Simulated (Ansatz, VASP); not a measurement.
**One calculation of C, two programs**

Contents of INCAR:

```
SYSTEM = C
ALGO = Normal
EDIFF = 1E-7
ENCUT = 520
GGA = CA
ISIF = 2
ISMEAR = -1
LASPH = .TRUE.
LCHARG = .FALSE.
LREAL = .FALSE.
LWAVE = .FALSE.
NBANDS = 11
NELM = 100
PREC = Accurate
SIGMA = 0.05
```

File KPOINTS:

```
k-points
0
G
  13 13 8
  0 0 0
```

POSCAR

```
C
1.0
    2.1553145742     -1.2444459046      0.0000000000
    2.1553145742      1.2444459046      0.0000000000
   -1.3972173651      0.0000000000      3.5489252341
C
2
Direct
    0.1666444700      0.1666444700      0.9999069600
    0.8333555300      0.8333555300      0.0000930400
```

The input input.yaml:

```yaml
crystal:
  lattice:
    - [2.1553145742, -1.2444459046, 0.0]
    - [2.1553145742, 1.2444459046, 0.0]
    - [-1.3972173651, 0.0, 3.5489252341]
  atoms:
    - { symbol: C, position: [0.16664447, 0.16664447, 0.99990696] }
    - { symbol: C, position: [0.83335553, 0.83335553, 9.304e-05] }
hamiltonian:
  xc: lda
  pseudopotentials: { kind: paw }
kpoints:
  mp_grid: { grid: [13, 13, 8] }
scf:
  occupations: { method: fermi_dirac, width: 0.05 }
output:
  forces: true
  stress: true
  eigenvalues: true
```

Alike in both runs: task single point; functional LDA; k mesh 13 × 13 × 8; occupations fermi-dirac, width 0.05 eV; no spin polarisation.

|  | VASP | Ansatz |
| --- | --- | --- |
| version | VASP 6.6.1 | Ansatz 0.2.0 |
| potentials or method | VASP PAW LDA potentials, release 64 (C) | Ansatz PAW |
| plane-wave cutoff (eV) | 520 | 420 |
| valence electrons in the cell | 8 | 8 |

```csv
,VASP,Ansatz,Ansatz less VASP
gap on the k mesh at the Fermi level (eV),0.89,0.89,+0.001
least direct gap on the mesh (eV),0.90,0.90,+0.001
pressure (GPa),-13.0,-13.8,-0.72
"traceless stress, the component that is largest in VASP (GPa)",11.91,12.76,+0.849
```

LDA's correlation is that of Perdew and Zunger in VASP and of Perdew and Wang (1992) in Ansatz.

Noted on Ansatz's run: odd divisions of the mesh miss points on the zone boundary, where band edges often lie, so the gap on the mesh can be too wide.
